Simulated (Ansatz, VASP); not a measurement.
**Al2C3: VASP beside Ansatz**

```
Al C
1.0
     5.70041    0.00000    0.00000
     0.00000    5.70041    0.00000
     0.00000    0.00000    3.33383
Al C
4 6
Direct
  0.24018 0.74018 0.00000
  0.25982 0.24018 0.00000
  0.75982 0.25982 0.00000
  0.74018 0.75982 0.00000
  0.00000 0.00000 0.00000
  0.50000 0.50000 0.00000
  0.08155 0.58155 0.50000
  0.41845 0.08155 0.50000
  0.91845 0.41845 0.50000
  0.58155 0.91845 0.50000
```

Alike in both runs: functional PBE; k mesh 8 × 8 × 12; occupations gaussian, width 0.1 eV; no spin polarisation.

Ansatz relaxed the structure, and its values are those at the end. VASP's run is a single point on that final structure, the one shown.

|  | VASP | Ansatz |
| --- | --- | --- |
| version | VASP 6.6.1 | Ansatz 0.2.0 |
| potentials or method | VASP PAW PBE potentials, release 64 (Al, C), cutoff 520 eV | scalar-relativistic, plane waves, PAW |
| valence electrons in the cell | 36 | 36 |

|  | VASP | Ansatz | Ansatz less VASP |
| --- | --- | --- | --- |
| gap on the k mesh at the Fermi level (eV) | none | none | - |
| pressure (GPa) | 0.0 | 0.0 | -0.04 |
| rms of the force components (eV/Å) | 0.031 | 0.004 | -0.0273 |

A gap of «none» marks a metal or a gap that the smearing closes.
